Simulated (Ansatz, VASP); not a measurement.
Co: VASP beside Ansatz

```xyz
1
Lattice="2.2868 0.0000 0.0000 0.0000 2.2868 0.0000 0.0000 0.0000 2.2868" Properties=species:S:1:pos:R:3 pbc="T T T"
Co    0.0000    0.0000    0.0000
```

Alike in both runs: task relaxation of cell and atoms; functional BLYP; k mesh 14 × 14 × 14; occupations fermi-dirac, width 0.1 eV; no spin polarisation.

|  | VASP | Ansatz |
| --- | --- | --- |
| version | VASP 6.6.1 | Ansatz 0.2.0 |
| potentials or method | VASP PAW PBE potentials, release 64 (Co), cutoff 600 eV | plane waves (420 eV) with PAW, scalar-relativistic |
| valence electrons in the cell | 9 | 17 |

|  | VASP | Ansatz | Ansatz less VASP |
| --- | --- | --- | --- |
| relaxed volume (Å³/atom) | 12.47 | 12.50 | +0.029 |
| relaxed cell length with the largest relative difference (Å) | 2.319 | 2.321 | +0.0018 |

VASP's potentials were made for PBE, not for BLYP. VASP's potentials hold 9 valence electrons a cell and Ansatz's 17, so a difference there can come from the potentials and not from the codes.
